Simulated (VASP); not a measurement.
Set up this calculation in VASP 6.6.1, as the native input.

```yaml
Task: single point
Functional: PBE0
Potentials_or_basis: VASP PAW PBE potentials, release 64 (Ba_sv, S)
Cutoff: 520 eV
k_mesh: 4 × 4 × 4
Occupations: gaussian, width 0.01 eV
Spin: no spin polarisation
Dipole_correction: no
Grid_for_exact_exchange_PRECFOCK: Normal
Further_INCAR_settings: ALGO = Normal; EDIFF = 1e-07; NBANDS = 15
Share_of_exact_exchange: 0.25
```

The system is BaS.

```
CELL_PARAMETERS angstrom
3.83376 0.00000 0.00000
0.00000 3.83376 0.00000
0.00000 0.00000 3.83376
ATOMIC_POSITIONS crystal
Ba 0.00000 0.00000 0.00000
S 0.50000 0.50000 0.50000
```

These files were run (other wordings do the same):

POSCAR

```
BaS
1.0
    3.8337582660      0.0000000000      0.0000000000
    0.0000000000      3.8337582660      0.0000000000
    0.0000000000      0.0000000000      3.8337582660
Ba S
1 1
Direct
    0.0000000000      0.0000000000      0.0000000000
    0.5000000000      0.5000000000      0.5000000000
```

INCAR.step1

```
ALGO = Normal ; EDIFF = 1E-5
ENCUT = 520 ; GGA = PE
ISIF = 2 ; ISMEAR = 0
LASPH = True ; LCHARG = False
LREAL = False ; LWAVE = True
NBANDS = 15 ; NELM = 100
PREC = Accurate ; SIGMA = 0.01
```

INCAR.step2

```
AEXX = 0.25 ; ALGO = Normal
EDIFF = 1E-7 ; ENCUT = 520
GGA = PE ; ISIF = 2
ISMEAR = 0 ; ISTART = 1
LASPH = True ; LCHARG = False
LHFCALC = True ; LREAL = False
LWAVE = False ; NBANDS = 15
NELM = 100 ; PREC = Accurate
PRECFOCK = Normal ; SIGMA = 0.01
```

KPOINTS

```
k-points
0
Gamma
  4 4 4
```

Potentials or basis: VASP PAW PBE potentials, release 64 (Ba_sv, S).

The run is started by

```console
$ cat potpaw_PBE.64/Ba_sv/POTCAR potpaw_PBE.64/S/POTCAR > POTCAR
$ cp INCAR.step1 INCAR
$ mpirun -np 1 vasp_std > vasp.out
$ cp INCAR.step2 INCAR
$ mpirun -np 1 vasp_std > vasp.out
```

It gave:

- Pressure: 0.4 GPa
- Band gap on the k mesh: 3.06 eV (least direct gap 3.20 eV)

Caveat: the structure was generated, so it needn't be the stable form of BaS; the PAW data sets were made with another functional, which shifts forces and pressure a little; spin-orbit coupling is left out, which moves the levels of the heavy elements.

Run time: 8.7 min on 1 thread of Intel(R) Xeon(R) Platinum 8259CL CPU @ 2.50GHz (Skylake/Cascade Lake), on a shared host, peak memory 0.18 GiB.
